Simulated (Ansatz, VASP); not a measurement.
Two plane-wave programs on SnO

```xyz
4
Lattice="3.3550 0.0000 0.0000 0.0000 5.6741 0.0000 0.0000 0.0000 4.2220" Properties=species:S:1:pos:R:3 pbc="T T T"
Sn   -0.1591    1.1568    2.6165
Sn    1.6775    4.3582    0.0555
O     0.0000    5.0570    3.1110
O     1.6775    0.6171    1.0000
```

Alike in both runs: task single point; functional LDA; k mesh 8 × 6 × 6; occupations gaussian, width 0.05 eV; no spin polarisation.

```csv
,VASP,Ansatz
version,VASP 6.6.1,Ansatz 0.2.0
potentials or method,"VASP PAW LDA potentials, release 64 (Sn_d, O), cutoff 520 eV","scalar-relativistic, plane waves, PAW"
valence electrons in the cell,40,40
```

|  | VASP | Ansatz | Ansatz less VASP |
| --- | --- | --- | --- |
| gap on the k mesh at the Fermi level (eV) | 1.24 | 1.26 | +0.025 |
| least direct gap on the mesh (eV) | 1.63 | 1.66 | +0.029 |
| pressure (GPa) | 0.2 | -0.1 | -0.25 |
| traceless stress, the component that is largest in VASP (GPa) | 11.73 | 11.57 | -0.161 |
| rms of the force components (eV/Å) | 1.902 | 1.886 | -0.0165 |

LDA's correlation is that of Perdew and Zunger in VASP and of Perdew and Wang (1992) in Ansatz. Atom by atom the forces differ by 0.043 eV/Å (rms over components).
